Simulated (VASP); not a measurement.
A run of VASP 6.6.1 is set up as follows.

INCAR

```
SYSTEM = Se
PREC     = Accurate       ! precision mode
ENCUT    = 500            ! plane-wave cutoff, eV
EDIFF    = 1E-6           ! SCF threshold, eV
ISMEAR   = 0              ! smearing method
SIGMA    = 0.01           ! smearing width, eV
LREAL    = .FALSE.        ! projectors in reciprocal space
LASPH    = .TRUE.         ! aspherical terms in the spheres
NELM     = 120            ! most SCF steps
ALGO     = Normal         ! electronic algorithm
ISIF     = 2              ! what is computed and relaxed
LWAVE    = .FALSE.        ! write WAVECAR
LCHARG   = .FALSE.        ! write CHGCAR
GGA      = PE             ! functional
NBANDS   = 16             ! bands
GGA_COMPAT= .FALSE.
```

KPOINTS

```
regular mesh
0
G
  5 5 4
  0 0 0
```

File POSCAR:

```
Se
1.0
    4.3662000000      0.0000000000      0.0000000000
   -2.1831000000      3.7812400000      0.0000000000
    0.0000000000      0.0000000000      4.9536000000
Se
3
Direct
    0.2254000000      0.0000000000      0.3333333333
    0.0000000000      0.2254000000      0.6666666667
    0.7746000000      0.7746000000      0.0000000000
```

Potentials or basis: VASP PAW PBE potentials, release 64 (Se).

Run with:

```bash
$ cat potpaw_PBE.64/Se/POTCAR > POTCAR
$ mpirun -np 1 vasp_std > vasp.out
```

Task: Predict the pressure.

Result: 2.9 GPa.

Task: Predict the band gap on the k mesh.

Result: 1.24 eV (least direct gap 1.34 eV).

Task: Estimate the largest force.

Result: 0.437 eV/Å.

Stress tensor (GPa, compression positive):
```
2.30 0.00 0.00
0.00 2.30 0.00
0.00 0.00 4.14
```

Caveat: an odd mesh through Γ misses points on the zone boundary, where band edges can lie. Expect the measured gap to be larger: semilocal functionals such as PBE lack the derivative discontinuity.
